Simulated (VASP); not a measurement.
# HfN (rocksalt type): single point with PBE

The system is HfN (rocksalt type).

```
Hf N
1.0
     0.00000    2.27391    2.27391
     2.27391    0.00000    2.27391
     2.27391    2.27391    0.00000
Hf N
1 1
Direct
  0.00000 0.00000 0.00000
  0.50000 0.50000 0.50000
```

- Program: VASP 6.6.1
- Task: single point
- Functional: PBE
- Potentials or basis: VASP PAW PBE potentials, release 64 (Hf_pv, N)
- Cutoff: 520 eV
- k mesh: 16 × 16 × 16
- Occupations: fermi-dirac, width 0.05 eV
- Spin: no spin polarisation
- Dipole correction: no
- Further INCAR settings: ALGO = Normal; EDIFF = 1e-06; NBANDS = 14

* Pressure: -2.3 GPa

Levels at points of the mesh, in eV from the Fermi level:
| k point | band 4 | band 5 | band 6 | band 7 | band 8 | band 9 | band 10 | band 11 | band 12 | band 13 |
| --- | --- | --- | --- | --- | --- | --- | --- | --- | --- | --- |
| (0.00, 0.00, 0.00) | -17.39 | -3.01 | -3.01 | -3.01 | -0.34 | -0.34 | -0.34 | 1.61 | 1.92 | 1.92 |
| (0.50, 0.00, 0.00) | -14.78 | -8.77 | -6.09 | -6.09 | 3.19 | 3.60 | 3.60 | 4.32 | 8.60 | 8.60 |
| (0.50, 0.50, 0.00) | -16.31 | -5.42 | -3.72 | -3.68 | -3.68 | 3.99 | 5.36 | 5.37 | 5.37 | 7.74 |

Wall time 18 s on 1 thread of Intel Xeon 6975P-C (shared host), peak memory 0.18 GiB.

Caveat: spin-orbit coupling is left out, which moves the levels of the heavy elements.
